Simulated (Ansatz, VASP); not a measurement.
# CoMo: VASP beside Ansatz

INCAR

```
PREC = Accurate
ENCUT = 520
EDIFF = 1E-6
ISMEAR = -1
SIGMA = 0.05
LREAL = F
LASPH = T
NELM = 100
ALGO = Normal
ISIF = 2
LWAVE = F
LCHARG = F
GGA = CA
NBANDS = 18
```

KPOINTS

```
Automatic mesh
0
Gamma
  14 14 8
```

POSCAR

```
CoMo
1.0
    2.6492423353      0.0000000000      0.0000000000
   -1.3246211676      2.2943111632      0.0000000000
    0.0000000000      0.0000000000      4.1126955191
Co Mo
1 1
Direct
    0.6666666667      0.3333333333      0.5000000000
    0.3333333333      0.6666666667      0.0000000000
```

Input for Ansatz:

```yaml
crystal:
  lattice:
    - [2.6492423353, 0.0, 0.0]
    - [-1.3246211676, 2.2943111632, 0.0]
    - [0.0, 0.0, 4.1126955191]
  atoms:
    - { symbol: Co, position: [0.6666666667, 0.3333333333, 0.5] }
    - { symbol: Mo, position: [0.3333333333, 0.6666666667, 0.0] }
kpoints:
  mp_grid: { grid: [14, 14, 8] }
scf:
  occupations: { method: fermi_dirac, width: 0.05 }
hamiltonian:
  xc: lda
  pseudopotentials: { kind: paw }
output:
  forces: true
  stress: true
  eigenvalues: true
  write_density: true
  write_potential: true
  elf: true
  volumetric_format: npy
```

Change from the starting cell: volume scaled by 0.95, no spin polarisation, PAW files.

Alike in both runs: task single point; functional LDA; k mesh 14 × 14 × 8; occupations fermi-dirac, width 0.05 eV; no spin polarisation.

|  | VASP | Ansatz |
| --- | --- | --- |
| version | VASP 6.6.1 | Ansatz 0.2.0 |
| potentials or method | VASP PAW LDA potentials, release 64 (Co, Mo_sv) | PAW with Ansatz's default frozen-core files, scalar-relativistic |
| plane-wave cutoff (eV) | 520 | 420 |
| valence electrons in the cell | 23 | 31 |

|  | VASP | Ansatz | Ansatz less VASP |
| --- | --- | --- | --- |
| pressure (GPa) | 0.0 | -0.6 | -0.64 |
| traceless stress, the component that is largest in VASP (GPa) | -0.44 | 0.12 | +0.559 |

LDA's correlation is that of Perdew and Zunger in VASP and of Perdew and Wang (1992) in Ansatz. VASP's potentials hold 23 valence electrons a cell and Ansatz's 31, so a difference there can come from the potentials and not from the codes.
